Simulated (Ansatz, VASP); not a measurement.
# One calculation of Co, two programs

INCAR

```
ALGO = Normal
EDIFF = 1E-6
EDIFFG = -0.01
ENCUT = 600
GGA = PE
IBRION = 2
ISIF = 3
ISMEAR = -1
ISPIN = 2
LASPH = T
LCHARG = F
LMAXMIX = 4
LORBIT = 11
LREAL = F
LWAVE = F
MAGMOM = 1.7 1.7 1.7
NELM = 150
NSW = 80
PREC = Accurate
SIGMA = 0.05
```

The input KPOINTS:

```
k-points
0
Gamma
  9 9 13
```

The input POSCAR:

```
Co
1.0
    3.9701439143      0.0000000000      0.0000000000
   -1.9850719572      3.4382454865      0.0000000000
    0.0000000000      0.0000000000      2.4336982195
Co
3
Direct
    0.0000000000      0.0000000000      0.0000000000
    0.3333333333      0.6666666667      0.5000000000
    0.6666666667      0.3333333333      0.5000000000
```

Input for Ansatz:

```yaml
crystal:
  lattice:
    - [3.9701439143, 0.0, 0.0]
    - [-1.9850719572, 3.4382454865, 0.0]
    - [0.0, 0.0, 2.4336982195]
  atoms:
    - { symbol: Co, position: [0.0, 0.0, 0.0], spin: 1.7 }
    - { symbol: Co, position: [0.3333333333, 0.6666666667, 0.5], spin: 1.7 }
    - { symbol: Co, position: [0.6666666667, 0.3333333333, 0.5], spin: 1.7 }
hamiltonian:
  xc: pbe
  pseudopotentials:
    kind: paw
    azcp:
      Co: "pseudopotentials/Co.paw.azcp"
basis:
  ecutwfc: 420
  fft_grid_basis: typed
kpoints:
  mp_grid: { grid: [9, 9, 13], shift: [0, 0, 0] }
magnetization:
  spin_polarized: true
scf:
  occupations: { method: fermi_dirac, width: 0.05 }
relax:
  max_steps: 60
  f_tol: 0.01
  cell: {}
output:
  write_density: true
  write_potential: true
  elf: true
  volumetric_format: npy
```

Alike in both runs: task relaxation of cell and atoms; functional PBE; k mesh 9 × 9 × 13; occupations fermi-dirac, width 0.05 eV; collinear spin.

|  | VASP | Ansatz |
| --- | --- | --- |
| version | VASP 6.6.1 | Ansatz 0.2.0 |
| potentials or method | VASP PAW PBE potentials, release 64 (Co), cutoff 600 eV | plane waves (420 eV) with PAW, scalar-relativistic |
| valence electrons in the cell | 27 | 51 |

Ansatz gave:

- net moment per atom (μB): 1.66
- size of the moment on the site where the two differ most (μB): 1.69
- relaxed volume (Å³/atom): 11.06
- relaxed cell length with the largest relative difference (Å): 3.963

Task: Estimate VASP's values.

Result: net moment per atom (μB): 1.65; size of the moment on the site where the two differ most (μB): 1.63; relaxed volume (Å³/atom): 11.02; relaxed cell length with the largest relative difference (Å): 3.958.

Site moments also hang on the region over which each program counts them. VASP's potentials hold 27 valence electrons a cell and Ansatz's 51, so a difference there can come from the potentials and not from the codes.
